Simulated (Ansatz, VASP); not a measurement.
CdS in VASP and in Ansatz

```
CELL_PARAMETERS angstrom
4.16458 0.00000 0.00000
-2.08229 3.60663 0.00000
0.00000 0.00000 6.76803
ATOMIC_POSITIONS crystal
Cd 0.66667 0.33333 0.50007
Cd 0.33333 0.66667 0.00007
S 0.66667 0.33333 0.87693
S 0.33333 0.66667 0.37693
```

Alike in both runs: functional r2SCAN; k mesh 9 × 9 × 4; occupations gaussian, width 0.02 eV; no spin polarisation.

Ansatz relaxed the structure, and its values are those at the end. VASP's run is a single point on that final structure, the one shown.

|  | VASP | Ansatz |
| --- | --- | --- |
| version | VASP 6.6.1 | Ansatz 0.2.0 |
| potentials or method | VASP PAW PBE potentials, release 64 (Cd, S), cutoff 520 eV | scalar-relativistic, plane waves, PAW |
| valence electrons in the cell | 36 | 52 |

Ansatz gave:

- gap on the k mesh at the Fermi level (eV): 1.63
- least direct gap on the mesh (eV): 1.63
- pressure (GPa): 0.0

Problem. What did VASP give for the same quantities?

Solution. gap on the k mesh at the Fermi level (eV): 1.63; least direct gap on the mesh (eV): 1.63; pressure (GPa): 0.3.

VASP's potentials were made for PBE, not for r2SCAN. VASP's potentials hold 36 valence electrons a cell and Ansatz's 52, so a difference there can come from the potentials and not from the codes.
